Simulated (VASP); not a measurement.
The system is Ba.

```
CELL_PARAMETERS angstrom
-2.50650 2.50650 2.50650
2.50650 -2.50650 2.50650
2.50650 2.50650 -2.50650
ATOMIC_POSITIONS crystal
Ba 0.00000 0.00000 0.00000
```

| Property | Result |
| --- | --- |
| Program | VASP 6.6.1 |
| Task | relaxation of cell and atoms |
| Functional | PBEsol |
| Potentials or basis | VASP PAW PBE potentials, release 64 (Ba_sv) |
| Cutoff | 500 eV |
| k mesh | 6 × 6 × 6 |
| Occupations | gaussian, width 0.05 eV |
| Spin | no spin polarisation |

At the start: pressure -0.5 GPa; volume 62.99 Å³/atom.

How do energy, volume and symmetry change on relaxing?

Over 3 steps the energy falls by 5.5 meV/atom and the volume is 59.45 Å³/atom (-5.6 %); space group Im-3m (No. 229, to 0.1 Å) before and after.

The path:
```tsv
step	energy change (eV)	largest force (eV/Å)	pressure (GPa)	volume (Å³)
1	0.0000	0.0000	-0.47	62.99
2	-0.0038	0.0000	-0.27	61.32
3	-0.0055	0.0000	-0.01	59.45
```

Final structure:
```
CELL_PARAMETERS angstrom
-2.45865 2.45865 2.45865
2.45865 -2.45865 2.45865
2.45865 2.45865 -2.45865
ATOMIC_POSITIONS crystal
Ba 0.00000 0.00000 0.00000
```

Caveat: the PAW data sets were made with another functional, which shifts forces and pressure a little.
